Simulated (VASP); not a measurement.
# Ti3SiN3 in VASP: a series of runs

The runs below take Ti3SiN3 through single point, with PBE.

All numbers are computed with VASP 6.6.1; they aren't measurements. Logs are shortened: lines on timing, memory, paths and dates and some standing lists are left out, and cuts for length are marked.

**1. The cell of the first run**

The cell holds a slab with vacuum, 7 atoms: a = 3.003 Å, b = 3.003 Å, c = 19.758 Å, α = 90.00°, β = 90.00°, γ = 90.00°.

**2. Single point, PBE**

INCAR reads:

```
ALGO     = Normal         # electronic algorithm
DIPOL    = 0.5 0.5 0.337
EDIFF    = 1E-7           # SCF threshold, eV
ENCUT    = 520            # plane-wave cutoff, eV
GGA      = PE             # functional
IDIPOL   = 3            
ISIF     = 2              # what is computed and relaxed
ISMEAR   = 0              # smearing method
LASPH    = T              # aspherical terms in the spheres
LCHARG   = F              # write CHGCAR
LDIPOL   = T            
LREAL    = F              # projectors in reciprocal space
LWAVE    = F              # write WAVECAR
NBANDS   = 36             # bands
NELM     = 80             # most SCF steps
PREC     = Accurate       # precision mode
SIGMA    = 0.1            # smearing width, eV
```

KPOINTS reads:

```
k-points
0
Gamma
  9 9 1
```

POSCAR reads:

```
Ti3SiN3
1.0
    3.0028555065      0.0000000000      0.0000000000
    0.0000000000      3.0028555065      0.0000000000
    0.0000000000      0.0000000000     19.7584945265
Ti N Si
3 3 1
Direct
    0.5000000000      0.5000000000      0.2024445736
    0.0000000000      0.0000000000      0.3072496201
    0.5000000000      0.5000000000      0.4076776418
    0.0000000000      0.0000000000      0.2024445736
    0.5000000000      0.5000000000      0.3055678856
    0.0000000000      0.0000000000      0.4179718508
    0.0000000000      0.0000000000      0.5123928729
```

Potentials or basis: VASP PAW PBE potentials, release 64 (Ti_sv, N, Si).

Launch:

```
cat potpaw_PBE.64/Ti_sv/POTCAR potpaw_PBE.64/N/POTCAR potpaw_PBE.64/Si/POTCAR > POTCAR
mpirun -np 1 vasp_std > vasp.out
```

OUTCAR:

```text
EDIFF = 1E-7
   ENCUT = 520
   GGA = PE
   ISIF = 2
   ISMEAR = 0
   LASPH = T
   LREAL = F
   NELM = 80
   PREC = Accurate

 ion  position               nearest neighbor table
   1  0.500  0.500  0.202-   5 2.04   4 2.12   4 2.12   4 2.12   4 2.12
   2  0.000  0.000  0.307-   4 2.07   5 2.12   5 2.12   5 2.12   5 2.12   6 2.19   3 2.91   3 2.91
                             3 2.91   3 2.91
   3  0.500  0.500  0.408-   5 2.02   6 2.13   6 2.13   6 2.13   6 2.13   2 2.91   2 2.91   2 2.91
                             2 2.91   7 2.96   7 2.96   7 2.96   7 2.96
   4  0.000  0.000  0.202-   2 2.07   1 2.12   1 2.12   1 2.12   1 2.12
   5  0.500  0.500  0.306-   3 2.02   1 2.04   2 2.12   2 2.12   2 2.12   2 2.12
   6  0.000  0.000  0.418-   7 1.87   3 2.13   3 2.13   3 2.13   3 2.13   2 2.19
   7  0.000  0.000  0.512-   6 1.87   3 2.96   3 2.96   3 2.96   3 2.96

  LATTYP: Found a simple tetragonal cell.
 ALAT       =     3.0028555065
 C/A-ratio  =     6.5799018580

  Lattice vectors:

 A1 = (   3.0028555065,   0.0000000000,   0.0000000000)
 A2 = (   0.0000000000,   3.0028555065,   0.0000000000)
 A3 = (   0.0000000000,   0.0000000000,  19.7584945265)

Analysis of symmetry for initial positions (statically):
=====================================================================
 Subroutine PRICEL returns:
 Original cell was already a primitive cell.

 Routine SETGRP: Setting up the symmetry group for a
 simple tetragonal supercell.

 Subroutine GETGRP returns: Found  8 space group operations
 (whereof  8 operations were pure point group operations)
 out of a pool of 16 trial point group operations.

The static configuration has the point symmetry C_4v.

Analysis of symmetry for dynamics (positions and initial velocities):
=====================================================================
 Subroutine PRICEL returns:
 Original cell was already a primitive cell.

 Routine SETGRP: Setting up the symmetry group for a
 simple tetragonal supercell.

 Subroutine GETGRP returns: Found  8 space group operations
 (whereof  8 operations were pure point group operations)
 out of a pool of 16 trial point group operations.

The dynamic configuration has the point symmetry C_4v.

 Subroutine INISYM returns: Found  8 space group operations
 (whereof  8 operations are pure point group operations),
 and found     1 'primitive' translations

----------------------------------------------------------------------------------------

                                     Primitive cell

  volume of cell :     178.1651

  direct lattice vectors                    reciprocal lattice vectors
     3.002855506  0.000000000  0.000000000     0.333016357  0.000000000  0.000000000
     0.000000000  3.002855506  0.000000000     0.000000000  0.333016357  0.000000000
     0.000000000  0.000000000 19.758494527     0.000000000  0.000000000  0.050611143

  length of vectors
     3.002855506  3.002855506 19.758494527     0.333016357  0.333016357  0.050611143

  position of ions in fractional coordinates (direct lattice)
     0.500000000  0.500000000  0.202444574
     0.000000000  0.000000000  0.307249620
     0.500000000  0.500000000  0.407677642
     0.000000000  0.000000000  0.202444574
     0.500000000  0.500000000  0.305567886
     0.000000000  0.000000000  0.417971851
     0.000000000  0.000000000  0.512392873

  ion indices of the primitive-cell ions
   primitive index   ion index
                 1           1
                 2           2
                 3           3
                 4           4
                 5           5
                 6           6
                 7           7

----------------------------------------------------------------------------------------

 KPOINTS: k-points

Automatic generation of k-mesh.
 Grid dimensions read from file:
 generate k-points for:    9    9    1

 Generating k-lattice:

  Cartesian coordinates                     Fractional coordinates (reciprocal lattice)
     0.037001817  0.000000000  0.000000000     0.111111111  0.000000000  0.000000000
     0.000000000  0.037001817  0.000000000     0.000000000  0.111111111  0.000000000
     0.000000000  0.000000000  0.050611143     0.000000000  0.000000000  1.000000000

  Length of vectors
     0.037001817  0.037001817  0.050611143

  Shift w.r.t. Gamma in fractional coordinates (k-lattice)
     0.000000000  0.000000000  0.000000000

 Subroutine IBZKPT returns following result:
 ===========================================

 Found     15 irreducible k-points:

 Following reciprocal coordinates:
            Coordinates               Weight
  0.000000  0.000000  0.000000      1.000000
  0.111111  0.000000  0.000000      4.000000
  0.222222  0.000000  0.000000      4.000000
  0.333333  0.000000  0.000000      4.000000
  0.444444  0.000000  0.000000      4.000000
  0.111111  0.111111  0.000000      4.000000
  0.222222  0.111111  0.000000      8.000000
  0.333333  0.111111  0.000000      8.000000
  0.444444  0.111111  0.000000      8.000000
  0.222222  0.222222  0.000000      4.000000
  0.333333  0.222222  0.000000      8.000000
  0.444444  0.222222  0.000000      8.000000
  0.333333  0.333333  0.000000      4.000000
  0.444444  0.333333  0.000000      8.000000
  0.444444  0.444444  0.000000      4.000000
   k-points           NKPTS =     15   k-points in BZ     NKDIM =     15   number of bands    NBANDS=     36
   number of dos      NEDOS =    301   number of ions     NIONS =      7
   total plane-waves  NPLWV =  86400
   dimension x,y,z NGX =    24 NGY =   24 NGZ =  150
   dimension x,y,z NGXF=    48 NGYF=   48 NGZF=  300
   ions per type =               3   3   1
   NGX,Y,Z   is equivalent  to a cutoff of  13.29, 13.29, 12.62 a.u.
   NGXF,Y,Z  is equivalent  to a cutoff of  26.57, 26.57, 25.24 a.u.
 SYSTEM =  unknown system
   PREC   = accura    normal or accurate (medium, high low for compatibility)
   ISTART =      0    job   : 0-new  1-cont  2-samecut
   ICHARG =      2    charge: 1-file 2-atom 10-const
   ISPIN  =      1    spin polarized calculation?
   LNONCOLLINEAR =      F non collinear calculations
   LSORBIT =      F    spin-orbit coupling
   LASPH  =      T    aspherical Exc in radial PAW
   ENCUT  =  520.0 eV  38.22 Ry    6.18 a.u.   5.58  5.58 36.74*2*pi/ulx,y,z
   NELM   =     80;   NELMIN=  2; NELMDL= -5     # of ELM steps
   EDIFF  = 0.1E-06   stopping-criterion for ELM
   LREAL  =      F    real-space projection
   EDIFFG = 0.1E-05   stopping-criterion for IOM
   NSW    =      0    number of steps for IOM
   IBRION =     -1    ionic relax: 0-MD 1-quasi-New 2-CG
   NFREE  =      0    steps in history (QN), initial steepest desc. (CG)
   ISIF   =      2    stress and relaxation
   ISYM   =      2    0-nonsym 1-usesym 2-fastsym
   POTIM  = 0.5000    time-step for ionic-motion
   TEBEG  =    0.0;   TEEND  =   0.0 temperature during run
   PSTRESS=    0.0 pullay stress
   NELECT =      55.0000    total number of electrons
   NUPDOWN=      -1.0000    fix difference up-down
   EMIN   =  10.00;   EMAX   =-10.00  energy-range for DOS
   EFERMI =   0.00;   METHOD = LEGACY
   ISMEAR =     0;   SIGMA  =   0.10  broadening in eV -4-tet -1-fermi 0-gaus
   EFERMI_NEDOS =   21; number of points for ismear=-14 and -15
   IALGO  =     38    algorithm
   IMIX   =      4    mixing-type and parameters
     AMIX     =   0.40;   BMIX     =  1.00
     AMIX_MAG =   1.60;   BMIX_MAG =  1.00
  volume/ion in A,a.u.               =      25.45       171.76
  Fermi-wavevector in a.u.,A,eV,Ry     =   1.106424  2.090838 16.655892  1.224174
  Thomas-Fermi vector in A             =   2.242924
   LORBIT       =      0    0 simple, 1 ext, 2 COOP (PROOUT), +10 PAW based schemes
   GGA     = PE    functional components
   LHFCALC =     F    Hartree Fock is set to
   AEXX    =    0.0000 exact exchange contribution
   IVDW    =     0    specifies the selected vdW correction
   LEPSILON=     F    determine dielectric tensor
   LRPA    =     F    only Hartree local field effects (RPA)
 non-spin polarized calculation
 Gauss-broadening in eV      SIGMA  =   0.10
  energy-cutoff  :      520.00
  volume of cell :      178.17
 maximum number of plane-waves:      4826
 NGX is ok and might be reduce to    24
   NGX = 11   NGY = 11   NGZ = 73

 dipolmoment           0.000000      0.000000     -0.005425 electrons x Angstroem

 number of electron      55.0000000 magnetization

 dipolmoment           0.000000      0.000000      0.081418 electrons x Angstroem

 Free energy of the ion-electron system (eV)
  ---------------------------------------------------
  ext. energy  EPLUGINS =         0.00000000
  ---------------------------------------------------
  free energy    TOTEN  =       -62.11357378 eV

  energy without entropy =      -62.09299120  energy(sigma->0) =      -62.10328249

 E-fermi :   2.5804     XC(G=0):  -6.0869

 val. band max:        2.5576372123   @ k =   0.2222   0.1111   0.0000
 cond. band min:       2.6140611587   @ k =   0.4444   0.1111   0.0000
 fundamental gap:      0.0564239464
 Fermi energy:         2.5803887911

 k-point     1 :       0.0000    0.0000    0.0000
  band No.  band energies     occupation
      1     -55.2881      2.00000
      2     -55.1057      2.00000
      3     -54.9784      2.00000
      4     -31.7504      2.00000
      5     -31.4837      2.00000
      6     -31.3848      2.00000
[... 28 lines left out ...]
     35       4.1566      0.00000
     36       4.1566      0.00000

 k-point     2 :       0.1111    0.0000    0.0000
  band No.  band energies     occupation
      1     -55.2839      2.00000
      2     -55.1001      2.00000
      3     -54.9769      2.00000
      4     -31.7468      2.00000
      5     -31.5085      2.00000
      6     -31.4037      2.00000
[... 28 lines left out ...]
     35       4.3091      0.00000
     36       4.5091      0.00000
[... 466 lines left out ...]
     35       4.9309      0.00000
     36       5.0388      0.00000

 k-point    15 :       0.4444    0.4444    0.0000
  band No.  band energies     occupation
      1     -55.2238      2.00000
      2     -55.0244      2.00000
      3     -54.9398      2.00000
      4     -31.6889      2.00000
      5     -31.6774      2.00000
      6     -31.6352      2.00000
[... 28 lines left out ...]
     35       4.9976      0.00000
     36       5.0639      0.00000

------------------------ aborting loop because EDIFF is reached ----------------------------------------

 vacuum level on the upper side and lower side of the slab       (xc-potential included)         0.693        -0.962

  FORCE on cell =-STRESS in cart. coord.  units (eV):
  Direction    XX          YY          ZZ          XY          YZ          ZX
  --------------------------------------------------------------------------------------
  -------------------------------------------------------------------------------------
  Total       -2.3283229     -2.3283229      0.6675564      0.0000000     -0.0000000      0.0000000
  in kB      -20.9378014    -20.9378014      6.0031038      0.0000000     -0.0000000      0.0000000
  external PRESSURE =     -11.9574997 kB  Pullay stress =       0.0000000 kB

 VOLUME and BASIS-vectors are now :
 -----------------------------------------------------------------------------
  energy-cutoff  :      520.00
  volume of cell :      178.17
      direct lattice vectors                 reciprocal lattice vectors
     3.002855506  0.000000000  0.000000000     0.333016357  0.000000000  0.000000000
     0.000000000  3.002855506  0.000000000     0.000000000  0.333016357  0.000000000
     0.000000000  0.000000000 19.758494527     0.000000000  0.000000000  0.050611143

 POSITION                                       TOTAL-FORCE (eV/Angst)
 -----------------------------------------------------------------------------------
      1.50143      1.50143      4.00000         0.000000     -0.000000      1.492702
      0.00000      0.00000      6.07079         0.000000     -0.000000      0.004765
      1.50143      1.50143      8.05510         0.000000      0.000000      0.658192
      0.00000      0.00000      4.00000         0.000000     -0.000000     -1.572559
      1.50143      1.50143      6.03756         0.000000      0.000000     -0.239898
      0.00000      0.00000      8.25849         0.000000      0.000000     -0.340045
      0.00000      0.00000     10.12411         0.000000     -0.000000     -0.003156
 -----------------------------------------------------------------------------------
    total drift:                                0.000000     -0.000000      0.000305

  FREE ENERGIE OF THE ION-ELECTRON SYSTEM (eV)
  ---------------------------------------------------
  free  energy   TOTEN  =       -62.1135737779 eV

  energy  without entropy=      -62.0929912030  energy(sigma->0) =      -62.10328249

 vacuum level on the upper side and lower side of the slab         6.615         4.916
```

Run time: 5.7 min. Hardware: 1 thread of Intel Xeon Platinum 8488C (Sapphire Rapids), shared host; peak memory 0.31 GiB.

Results:

```yaml
Free_energy: -62.1136 eV
Largest_force: 1.573 eV/Å
```

Forces on the atoms (eV/Å):
```
Ti   0.000  0.000  1.493
Ti   0.000  0.000  0.005
Ti   0.000  0.000  0.658
N    0.000  0.000 -1.573
N    0.000  0.000 -0.240
N    0.000  0.000 -0.340
Si   0.000  0.000 -0.003
```

**3. Single point, PBE**

INCAR reads:

```
PREC = Accurate
ENCUT = 520
EDIFF = 1E-6
ISMEAR = 0
SIGMA = 0.1
LREAL = F
LASPH = T
NELM = 60
ALGO = Normal
ISIF = 2
LWAVE = F
LCHARG = F
LDIPOL = T
IDIPOL = 3
DIPOL = 0.5 0.5 0.342
GGA = PE
NBANDS = 36
```

KPOINTS reads:

```
Automatic mesh
0
Gamma
  9 9 1
```

Changes to POSCAR since step 2:

```diff
@@ -14,2 +14,2 @@
     0.0000000000      0.0000000000      0.4179718508
-    0.0000000000      0.0000000000      0.5123928729
+    0.5000000000      0.5000000000      0.5541382070
```

Potentials or basis: VASP PAW PBE potentials, release 64 (Ti_sv, N, Si).

Launch:

```
cat potpaw_PBE.64/Ti_sv/POTCAR potpaw_PBE.64/N/POTCAR potpaw_PBE.64/Si/POTCAR > POTCAR
mpirun -np 1 vasp_std > vasp.out
```

It took 5.4 min on 1 thread of Intel Xeon Platinum 8488C (Sapphire Rapids), shared host; peak memory 0.31 GiB.

Results (log left out):

```yaml
Free_energy: -61.1840 eV
Largest_force: 1.658 eV/Å
```

Forces in eV/Å, atoms in the order of the input:
```
Ti   0.000  0.000  1.531
Ti   0.000  0.000 -0.209
Ti   0.000  0.000  1.638
N    0.000  0.000 -1.658
N    0.000  0.000 -0.182
N    0.000  0.000 -1.134
Si   0.000  0.000  0.014
```

Levels at points of the mesh, in eV from the Fermi level:
```csv
k point,band 25,band 26,band 27,band 28,band 29,band 30
"(0.00, 0.00, 0.00)",-1.78,-1.78,-1.64,-0.89,-0.61,0.15
```
